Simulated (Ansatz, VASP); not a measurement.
AgI in VASP and in Ansatz

Contents of POSCAR:

```
AgI
1.0
    0.0000000000      3.2885749246      3.2885749246
    3.2885749246      0.0000000000      3.2885749246
    3.2885749246      3.2885749246      0.0000000000
Ag I
1 1
Direct
    0.0000000000      0.0000000000      0.0000000000
    0.2500000000      0.2500000000      0.2500000000
```

INCAR.step1

```
SYSTEM = AgI
PREC = Accurate
ENCUT = 400
EDIFF = 1E-5
ISMEAR = 0
SIGMA = 0.01
LREAL = .FALSE.
LASPH = .TRUE.
NELM = 120
ALGO = Normal
ISIF = 2
LWAVE = .TRUE.
LCHARG = .FALSE.
GGA = PE
NBANDS = 16
GGA_COMPAT = .FALSE.
```

The input INCAR.step2:

```
SYSTEM = AgI
PREC = Accurate
ENCUT = 400
EDIFF = 1E-6
ISMEAR = 0
SIGMA = 0.01
LREAL = .FALSE.
LASPH = .TRUE.
NELM = 120
ALGO = Normal
ISIF = 2
LWAVE = .FALSE.
LCHARG = .FALSE.
GGA = PE
LHFCALC = .TRUE.
HFSCREEN = 0.2079
PRECFOCK = Normal
ISTART = 1
NBANDS = 16
GGA_COMPAT = .FALSE.
```

KPOINTS

```
regular mesh
0
G
  4 4 4
  0 0 0
```

Input for Ansatz:

```yaml
crystal:
  lattice:
    - [0.0, 3.2885749246, 3.2885749246]
    - [3.2885749246, 0.0, 3.2885749246]
    - [3.2885749246, 3.2885749246, 0.0]
  atoms:
    - { symbol: Ag, position: [0.0, 0.0, 0.0] }
    - { symbol: I, position: [0.25, 0.25, 0.25] }
kpoints:
  mp_grid: { grid: [4, 4, 4] }
hamiltonian:
  xc: hse06
scf:
  occupations: { method: fixed }
  n_extra_bands: 4
output:
  forces: true
  stress: true
  eigenvalues: true
  write_density: true
  write_potential: true
  elf: true
  volumetric_format: npy
```

Alike in both runs: task single point; functional HSE06; k mesh 4 × 4 × 4; no spin polarisation.

```csv
,VASP,Ansatz
version,VASP 6.6.1,Ansatz 0.2.0
potentials or method,"VASP PAW PBE potentials, release 64 (Ag, I)","plane waves, PAW"
plane-wave cutoff (eV),400,420
occupations,"gaussian, width 0.01 eV",fixed
valence electrons in the cell,18,36
```

```csv
,VASP,Ansatz,Ansatz less VASP
gap on the k mesh at the Fermi level (eV),2.48,2.51,+0.024
pressure (GPa),0.4,0.6,+0.21
```

VASP's potentials hold 18 valence electrons a cell and Ansatz's 36, so a difference there can come from the potentials and not from the codes. Ansatz's warnings: stress exchange threshold loose, stress scf threshold loose.

Neither program's run includes spin-orbit coupling.
